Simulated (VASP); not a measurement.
# BRu4 (Im-3m) in VASP: a series of runs, part 2 of 2

VASP 6.6.1.

**3. Single point, PBE**

This run uses another cell than the first one, of 13.90 Å³/atom.

INCAR

```
ALGO = Normal ; EDIFF = 1E-6
ENCUT = 520 ; GGA = PE
ISIF = 2 ; ISMEAR = 0
LASPH = T ; LCHARG = F
LREAL = F ; LWAVE = F
NBANDS = 38 ; NELM = 100
PREC = Accurate ; SIGMA = 0.1
```

KPOINTS

```
k-points
0
Gamma
  6 6 6
```

POSCAR

```
BRu4
1.0
   -2.5898957499      2.5898957499      2.5898957499
    2.5898957499     -2.5898957499      2.5898957499
    2.5898957499      2.5898957499     -2.5898957499
B Ru
1 4
Direct
    0.0000000000      0.0000000000      0.0000000000
    0.5000000000      0.5000000000      0.5000000000
    0.5000000000      0.0000000000      0.0000000000
    0.0000000000      0.0000000000      0.5000000000
    0.0000000000      0.5000000000      0.0000000000
```

Potentials or basis: VASP PAW PBE potentials, release 64 (B, Ru_pv).

On the command line:

```bash
> cat potpaw_PBE.64/B/POTCAR potpaw_PBE.64/Ru_pv/POTCAR > POTCAR
> mpirun -np 1 vasp_std > vasp.out
```

OUTCAR:

```text
EDIFF = 1E-6
   ENCUT = 520
   GGA = PE
   ISIF = 2
   ISMEAR = 0
   LASPH = T
   LREAL = F
   NELM = 100
   PREC = Accurate

 ion  position               nearest neighbor table
   1  0.000  0.000  0.000-   2 2.24   3 2.24   4 2.24   5 2.24   4 2.24   5 2.24   3 2.24   2 2.24

   2  0.500  0.500  0.500-   1 2.24   1 2.24   4 2.59   5 2.59   3 2.59   5 2.59   4 2.59   3 2.59

   3  0.500  0.000  0.000-   1 2.24   1 2.24   4 2.59   5 2.59   2 2.59   2 2.59   4 2.59   5 2.59

   4  0.000  0.000  0.500-   1 2.24   1 2.24   3 2.59   5 2.59   2 2.59   5 2.59   3 2.59   2 2.59

   5  0.000  0.500  0.000-   1 2.24   1 2.24   3 2.59   4 2.59   2 2.59   4 2.59   2 2.59   3 2.59

  LATTYP: Found a body centered cubic cell.
 ALAT       =     5.1797914998

  Lattice vectors:

 A1 = (  -2.5898957499,   2.5898957499,   2.5898957499)
 A2 = (   2.5898957499,  -2.5898957499,   2.5898957499)
 A3 = (   2.5898957499,   2.5898957499,  -2.5898957499)

Analysis of symmetry for initial positions (statically):
=====================================================================
[... 171 lines left out ...]

 val. band max:       10.1123316140   @ k =  -0.3333   0.3333   0.1667
 cond. band min:      10.1168242835   @ k =   0.5000   0.5000   0.1667
 fundamental gap:      0.0044926696
 Fermi energy:        10.1124601375

 k-point     1 :       0.0000    0.0000    0.0000
  band No.  band energies     occupation
      1     -33.0584      2.00000
      2     -33.0584      2.00000
      3     -33.0584      2.00000
      4     -32.9415      2.00000
      5     -32.9415      2.00000
      6     -32.9415      2.00000
[... 645 lines left out ...]
     37      15.2901      0.00000
     38      15.2901      0.00000

------------------------ aborting loop because EDIFF is reached ----------------------------------------

  FORCE on cell =-STRESS in cart. coord.  units (eV):
  Direction    XX          YY          ZZ          XY          YZ          ZX
  --------------------------------------------------------------------------------------
  -------------------------------------------------------------------------------------
  Total        0.0606806      0.0606806      0.0606806     -0.0000000     -0.0000000      0.0000000
  in kB        1.3991157      1.3991157      1.3991157     -0.0000000     -0.0000000      0.0000000
  external PRESSURE =       1.3991157 kB  Pullay stress =       0.0000000 kB

 VOLUME and BASIS-vectors are now :
 -----------------------------------------------------------------------------
  energy-cutoff  :      520.00
  volume of cell :       69.49
      direct lattice vectors                 reciprocal lattice vectors
    -2.589895750  2.589895750  2.589895750     0.000000000  0.193057964  0.193057964
     2.589895750 -2.589895750  2.589895750     0.193057964  0.000000000  0.193057964
     2.589895750  2.589895750 -2.589895750     0.193057964  0.193057964  0.000000000

 POSITION                                       TOTAL-FORCE (eV/Angst)
 -----------------------------------------------------------------------------------
      0.00000      0.00000      0.00000         0.000000     -0.000000      0.000000
      1.29495      1.29495      1.29495         0.000000      0.000000     -0.000000
     -1.29495      1.29495      1.29495         0.000000     -0.000000      0.000000
      1.29495      1.29495     -1.29495        -0.000000     -0.000000      0.000000
      1.29495     -1.29495      1.29495        -0.000000     -0.000000     -0.000000
 -----------------------------------------------------------------------------------
    total drift:                                0.000000     -0.000000      0.000000

  FREE ENERGIE OF THE ION-ELECTRON SYSTEM (eV)
  ---------------------------------------------------
  free  energy   TOTEN  =       -39.8938429353 eV

  energy  without entropy=      -39.8315994762  energy(sigma->0) =      -39.86272121
```

stdout:

```text
POSCAR found type information on POSCAR B Ru
 POSCAR found :  2 types and       5 ions
 scaLAPACK will be used
 LDA part: xc-table for (Slater+PW92), standard interpolation
 POSCAR, INCAR and KPOINTS ok, starting setup
 FFT: planning ... GRIDC
 FFT: planning ... GRID_SOFT
 FFT: planning ... GRID
 WAVECAR not read
 entering main loop
```

Run time: 49 s. Hardware: 1 thread of AMD EPYC 9R14 (Zen 4), shared host; peak memory 0.18 GiB.

What came out:

- Free energy: -39.8938 eV
- Pressure: 0.1 GPa
- Band gap on the k mesh: zero (an odd number of electrons rules out a gap without spin polarisation)

Levels at points of the mesh, in eV from the Fermi level:
```csv
k point,band 26,band 27,band 28,band 29,band 30,band 31,band 32,band 33
"(0.00, 0.00, 0.00)",-0.53,-0.53,-0.48,-0.48,-0.48,1.22,1.22,1.22
"(0.50, 0.00, 0.00)",-1.55,-1.26,-0.57,-0.45,-0.28,0.05,0.16,0.20
"(0.50, 0.50, 0.50)",-0.93,-0.93,-0.93,-0.25,-0.25,1.24,1.55,1.55
```

**4. Single point, PBE**

This run uses another cell than the first one, of 13.92 Å³/atom.

INCAR

```
  PREC = Accurate
  ENCUT = 520
  EDIFF = 1E-6
  ISMEAR = 0
  SIGMA = 0.1
  LREAL = False
  LASPH = True
  NELM = 60
  ALGO = Fast
  ISIF = 2
  LWAVE = False
  LCHARG = False
  GGA = PE
  NBANDS = 38
```

KPOINTS

```
Automatic mesh
0
Gamma
  10 10 10
```

Changes to POSCAR since step 3:

```diff
@@ -2,5 +2,5 @@
 1.0
-   -2.5898957499      2.5898957499      2.5898957499
-    2.5898957499     -2.5898957499      2.5898957499
-    2.5898957499      2.5898957499     -2.5898957499
+   -2.5912653136      2.5912653136      2.5912653136
+    2.5912653136     -2.5912653136      2.5912653136
+    2.5912653136      2.5912653136     -2.5912653136
 B Ru
```

On the command line:

```bash
> cat potpaw_PBE.64/B/POTCAR potpaw_PBE.64/Ru_pv/POTCAR > POTCAR
> mpirun -np 1 vasp_std > vasp.out
```

Wall time 2.7 min (1 thread of AMD EPYC 9R14 (Zen 4), shared host); peak memory 0.23 GiB.

The run converged. Its results:

| Quantity | Value |
| --- | --- |
| Free energy | -39.8911 eV |
| Pressure | -0.1 GPa |
| Band gap on the k mesh | zero (an odd number of electrons rules out a gap without spin polarisation) |

Levels at points of the mesh, in eV from the Fermi level:
```tsv
k point	band 25	band 26	band 27	band 28	band 29	band 30	band 31	band 32	band 33	band 34
(0.00, 0.00, 0.00)	-0.51	-0.51	-0.51	-0.46	-0.46	-0.46	1.25	1.25	1.25	2.97
(0.50, 0.00, 0.00)	-1.57	-1.51	-1.23	-0.54	-0.42	-0.25	0.08	0.18	0.23	0.39
(0.50, 0.50, 0.50)	-1.52	-0.90	-0.90	-0.90	-0.22	-0.22	1.27	1.57	1.57	3.12
```

**5. Summary**

| cell | k mesh | gap on the mesh (eV) | pressure (GPa) |
| --- | --- | --- | --- |
| a = 4.241 Å, angles 109.5°, 5 atoms | 6 × 6 × 6 | none | 59.0 |
| a = 4.486 Å, angles 109.5°, 5 atoms | 6 × 6 × 6 | none | 0.1 |
| a = 4.488 Å, angles 109.5°, 5 atoms | 10 × 10 × 10 | none | -0.1 |

Alike in all rows: task single point; level PBE; potentials or basis VASP PAW PBE potentials, release 64 (B, Ru_pv); no spin polarisation; cutoff (eV) 520; smearing gaussian 0.1 eV.

Caveats: the cell stands under pressure (at least some runs).

Total energies depend on the potentials used, so only differences within one code and one set of settings carry meaning.
